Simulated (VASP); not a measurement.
# TiTe2 (P-3m1) in VASP: a series of runs, part 2 of 2

VASP 6.6.1. The steps go on from the part before.

### 6 Single point, PBE

Contents of INCAR:

```
  PREC = Accurate
  ENCUT = 520
  EDIFF = 1E-6
  ISMEAR = 0
  SIGMA = 0.011
  LREAL = F
  LASPH = T
  NELM = 80
  ALGO = Normal
  ISIF = 2
  LWAVE = F
  LCHARG = F
  GGA = PE
  NBANDS = 19
```

Contents of KPOINTS:

```
Automatic mesh
0
Gamma
  8 8 4
```

Contents of POSCAR:

```
TiTe2
1.0
    3.7770000000      0.0000000000      0.0000000000
   -1.8885000000      3.2709779501      0.0000000000
    0.0000000000      0.0000000000      6.4980000000
Te Ti
2 1
Direct
    0.3333333333      0.6666666667      0.7372000000
    0.6666666667      0.3333333333      0.2628000000
    0.0000000000      0.0000000000      0.0000000000
```

Potentials or basis: VASP PAW PBE potentials, release 64 (Te, Ti_sv).

Launch:

```
> cat potpaw_PBE.64/Te/POTCAR potpaw_PBE.64/Ti_sv/POTCAR > POTCAR
> mpirun -np 1 vasp_std > vasp.out
```

OUTCAR:

```text
PREC = Accurate
   ENCUT = 520
   EDIFF = 1E-6
   ISMEAR = 0
   LREAL = F
   LASPH = T
   NELM = 80
   ISIF = 2
   GGA = PE

 ion  position               nearest neighbor table
   1  0.333  0.667  0.737-   3 2.77   3 2.77   3 2.77
   2  0.667  0.333  0.263-   3 2.77   3 2.77   3 2.77
   3  0.000  0.000  0.000-   1 2.77   2 2.77   2 2.77   1 2.77   2 2.77   1 2.77

  LATTYP: Found a hexagonal cell.
 ALAT       =     3.7770000000
 C/A-ratio  =     1.7204130262

  Lattice vectors:

 A1 = (   3.7770000000,   0.0000000000,   0.0000000000)
 A2 = (  -1.8885000000,   3.2709779501,   0.0000000000)
 A3 = (   0.0000000000,   0.0000000000,   6.4980000000)

Analysis of symmetry for initial positions (statically):
=====================================================================
 Subroutine PRICEL returns:
 Original cell was already a primitive cell.

 Routine SETGRP: Setting up the symmetry group for a
 hexagonal supercell.

 Subroutine GETGRP returns: Found 12 space group operations
 (whereof 12 operations were pure point group operations)
 out of a pool of 24 trial point group operations.

The static configuration has the point symmetry D_3d.

Analysis of symmetry for dynamics (positions and initial velocities):
=====================================================================
 Subroutine PRICEL returns:
 Original cell was already a primitive cell.

 Routine SETGRP: Setting up the symmetry group for a
 hexagonal supercell.

 Subroutine GETGRP returns: Found 12 space group operations
 (whereof 12 operations were pure point group operations)
 out of a pool of 24 trial point group operations.

The dynamic configuration has the point symmetry D_3d.

 Subroutine INISYM returns: Found 12 space group operations
[... 113 lines left out ...]
   EFERMI =   0.00;   METHOD = LEGACY
   ISMEAR =     0;   SIGMA  =   0.01  broadening in eV -4-tet -1-fermi 0-gaus
   EFERMI_NEDOS =   21; number of points for ismear=-14 and -15
   IALGO  =     38    algorithm
   IMIX   =      4    mixing-type and parameters
     AMIX     =   0.40;   BMIX     =  1.00
     AMIX_MAG =   1.60;   BMIX_MAG =  1.00
  volume/ion in A,a.u.               =      26.76       180.58
  Fermi-wavevector in a.u.,A,eV,Ry     =   1.094655  2.068597 16.303438  1.198269
  Thomas-Fermi vector in A             =   2.230964
   LORBIT       =      0    0 simple, 1 ext, 2 COOP (PROOUT), +10 PAW based schemes
   GGA     = PE    functional components
   LHFCALC =     F    Hartree Fock is set to
   AEXX    =    0.0000 exact exchange contribution
   IVDW    =     0    specifies the selected vdW correction
   LEPSILON=     F    determine dielectric tensor
   LRPA    =     F    only Hartree local field effects (RPA)
 non-spin polarized calculation
 Gauss-broadening in eV      SIGMA  =   0.01
  energy-cutoff  :      520.00
  volume of cell :       80.28
 maximum number of plane-waves:      2176
   NGX = 13   NGY = 13   NGZ = 25

 number of electron      23.9999998 magnetization

 Free energy of the ion-electron system (eV)
  ---------------------------------------------------
  ext. energy  EPLUGINS =         0.00000000
  ---------------------------------------------------
  free energy    TOTEN  =       -16.20898502 eV

  energy without entropy =      -16.20880431  energy(sigma->0) =      -16.20889467

 E-fermi :   6.7801     XC(G=0):  -9.8603

 val. band max:        6.7720373341   @ k =   0.5000   0.0000   0.2500
 cond. band min:       6.7878881203   @ k =   0.1250   0.0000   0.2500
 fundamental gap:      0.0158507862
 Fermi energy:         6.7800826253

 k-point     1 :       0.0000    0.0000    0.0000
  band No.  band energies     occupation
      1     -50.6665      2.00000
      2     -26.9222      2.00000
      3     -26.9222      2.00000
      4     -26.8875      2.00000
      5      -5.5826      2.00000
      6      -4.0799      2.00000
[... 505 lines left out ...]
      6      -3.5618      2.00000
[... 11 lines left out ...]
     18      12.0874      0.00000
     19      12.8453      0.00000

 [... further k-points ...]

------------------------ aborting loop because EDIFF is reached ----------------------------------------

  FORCE on cell =-STRESS in cart. coord.  units (eV):
  Direction    XX          YY          ZZ          XY          YZ          ZX
  --------------------------------------------------------------------------------------
  -------------------------------------------------------------------------------------
  Total        0.3341958      0.3341958      0.6422770      0.0000000     -0.0000000      0.0000000
  in kB        6.6697145      6.6697145     12.8182479      0.0000000     -0.0000000      0.0000000
  external PRESSURE =       8.7192256 kB  Pullay stress =       0.0000000 kB

 VOLUME and BASIS-vectors are now :
 -----------------------------------------------------------------------------
  energy-cutoff  :      520.00
  volume of cell :       80.28
      direct lattice vectors                 reciprocal lattice vectors
     3.777000000  0.000000000  0.000000000     0.264760392  0.152859484  0.000000000
    -1.888500000  3.270977950  0.000000000     0.000000000  0.305718967  0.000000000
     0.000000000  0.000000000  6.498000000     0.000000000  0.000000000  0.153893506

 POSITION                                       TOTAL-FORCE (eV/Angst)
 -----------------------------------------------------------------------------------
     -0.00000      2.18065      4.79033         0.000000      0.000000     -0.023867
      1.88850      1.09033      1.70767        -0.000000     -0.000000      0.023867
      0.00000      0.00000      0.00000         0.000000      0.000000      0.000000
 -----------------------------------------------------------------------------------
    total drift:                                0.000000     -0.000000      0.000000

  FREE ENERGIE OF THE ION-ELECTRON SYSTEM (eV)
  ---------------------------------------------------
  free  energy   TOTEN  =       -16.2089850249 eV

  energy  without entropy=      -16.2088043098  energy(sigma->0) =      -16.20889467
```

OSZICAR:

```text
N       E                     dE             d eps       ncg     rms          rms(c)
DAV:   1     0.174804124932E+03    0.17480E+03   -0.10891E+04  1330   0.117E+03
DAV:   2    -0.262764414699E+01   -0.17743E+03   -0.17289E+03  1397   0.292E+02
DAV:   3    -0.179714782902E+02   -0.15344E+02   -0.14983E+02  2086   0.810E+01
DAV:   4    -0.184395436903E+02   -0.46807E+00   -0.46597E+00  1709   0.136E+01
DAV:   5    -0.184584156336E+02   -0.18872E-01   -0.18864E-01  1982   0.258E+00    0.121E+01
DAV:   6    -0.186522180650E+02   -0.19380E+00   -0.38560E+01  1472   0.377E+01    0.148E+01
DAV:   7    -0.164780143091E+02    0.21742E+01   -0.34297E+01  1657   0.326E+01    0.553E+00
DAV:   8    -0.162105500207E+02    0.26746E+00   -0.14676E+00  1579   0.821E+00    0.181E+00
DAV:   9    -0.162341764413E+02   -0.23626E-01   -0.32393E-01  1754   0.353E+00    0.169E+00
DAV:  10    -0.162127194903E+02    0.21457E-01   -0.31971E-01  1599   0.385E+00    0.828E-01
DAV:  11    -0.162091663335E+02    0.35532E-02   -0.35230E-02  1520   0.138E+00    0.350E-01
DAV:  12    -0.162091166293E+02    0.49704E-04   -0.34166E-03  1578   0.420E-01    0.247E-01
DAV:  13    -0.162089886112E+02    0.12802E-03   -0.50105E-04  1546   0.172E-01    0.315E-02
DAV:  14    -0.162089911490E+02   -0.25378E-05   -0.14071E-05  1576   0.300E-02    0.400E-02
DAV:  15    -0.162089873450E+02    0.38040E-05   -0.50070E-06  1351   0.174E-02    0.194E-02
DAV:  16    -0.162089848311E+02    0.25139E-05   -0.13623E-05  1654   0.240E-02    0.188E-03
DAV:  17    -0.162089850249E+02   -0.19378E-06   -0.29242E-07   815   0.426E-03
   1 F= -.16208985E+02 E0= -.16208895E+02  d E =-.180715E-03
```

stdout:

```text
POSCAR found type information on POSCAR TeTi
 POSCAR found :  2 types and       3 ions
 scaLAPACK will be used
 LDA part: xc-table for (Slater+PW92), standard interpolation
 POSCAR, INCAR and KPOINTS ok, starting setup
 FFT: planning ... GRIDC
 FFT: planning ... GRID_SOFT
 FFT: planning ... GRID
 WAVECAR not read
 entering main loop
```

Run time: 26 s. Hardware: 1 thread of Intel Xeon 6975P-C (Granite Rapids), shared host; peak memory 0.22 GiB.

What came out:

* Free energy: -16.2090 eV
* Pressure: 0.9 GPa
* Largest force: 0.024 eV/Å
* Band gap on the k mesh: zero (bands 12 and 13 overlap by 0.66 eV)

Forces on the atoms (eV/Å):
```
Te   0.000  0.000 -0.024
Te   0.000  0.000  0.024
Ti   0.000  0.000  0.000
```

Stress tensor (GPa, compression positive):
```
0.67 0.00 0.00
0.00 0.67 0.00
0.00 0.00 1.28
```

Caveat: spin-orbit coupling is left out, which moves the levels of the heavy elements; this functional lacks dispersion, which binds the layers, so the pressure and a relaxed spacing across them are unreliable.

### 7 Overview

| level | k mesh | smearing | dipole correction | gap on the mesh (eV) | pressure (GPa) | largest force (eV/Å) |
| --- | --- | --- | --- | --- | --- | --- |
| PBE+D2 | 6 × 6 × 3 | gaussian 0.02 eV | - | none | -0.2 | 0.17 |
| PBE+TS | 6 × 6 × 3 | gaussian 0.02 eV | - | none | -1.5 | 0.02 |
| PBEsol | 5 × 5 × 2 | fermi-dirac 0.03 eV | no | none | -2.1 | 0.18 |
| PBE | 8 × 8 × 4 | gaussian 0.011 eV | no | none | 0.9 | 0.02 |

Alike in all rows: task single point; potentials or basis VASP PAW PBE potentials, release 64 (Te, Ti_sv); no spin polarisation; cell as given; cutoff (eV) 520.

Caveats: some runs use coarse meshes; spin-orbit coupling is left out, which moves the levels of the heavy elements; this functional lacks dispersion, which binds the layers, so the pressure and a relaxed spacing across them are unreliable (at least some runs); the PAW data sets were made with another functional, which shifts forces and pressure a little (at least some runs).

Total energies depend on the potentials used, so only differences within one code and one set of settings carry meaning.
